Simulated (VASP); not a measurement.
Here is a VASP 6.6.1 calculation.

POSCAR

```
Os
1.0
    2.7340999755      0.0000000000      0.0000000000
   -1.3670499878      2.3678000353      0.0000000000
    0.0000000000      0.0000000000      4.8056662500
Os
2
Direct
    0.3333333333      0.6666666667      0.2500000000
    0.6666666667      0.3333333333      0.7500000000
```

File INCAR.step1:

```
SYSTEM = Os
PREC = Accurate
ENCUT = 520
ISMEAR = 0
SIGMA = 0.15
LREAL = .FALSE.
LASPH = .TRUE.
NELM = 80
NBANDS = 15
GGA = PE
ALGO = Normal
EDIFF = 1E-4
LWAVE = .TRUE.
LCHARG = .FALSE.
```

The input INCAR.step2:

```
SYSTEM = Os
PREC = Accurate
ENCUT = 520
EDIFF = 1E-7
ISMEAR = 0
SIGMA = 0.15
LREAL = .FALSE.
LASPH = .TRUE.
NELM = 80
ALGO = Normal
ISIF = 2
LWAVE = .FALSE.
LCHARG = .FALSE.
METAGGA = R2SCAN
LMIXTAU = .TRUE.
NBANDS = 15
ISTART = 1
```

The input KPOINTS:

```
regular mesh
0
G
  21 21 12
  0 0 0
```

Potentials or basis: VASP PAW PBE potentials, release 64 (Os).

Run with:

```console
$ cat potpaw_PBE.64/Os/POTCAR > POTCAR
$ cp INCAR.step1 INCAR
$ mpirun -np 1 vasp_std > vasp.out
$ cp INCAR.step2 INCAR
$ mpirun -np 1 vasp_std > vasp.out
```

Task: What does it give for the band gap on the k mesh?

Result: Zero (band 8 reaches 9.56 eV, above the bottom of band 9 at 6.49 eV).

Task: Estimate the pressure.

Result: -31.1 GPa.

Stress tensor (GPa, compression positive):
```
-15.56   0.00   0.00
  0.00 -15.56   0.00
  0.00   0.00 -62.07
```

Caveat: the cell differs from its parent crystal (strain +0.1125 x Voigt [0, 0, 1, 0, 0, 0]); the PAW data sets were made with another functional, which shifts forces and pressure a little; spin-orbit coupling is left out, which moves the levels of the heavy elements.
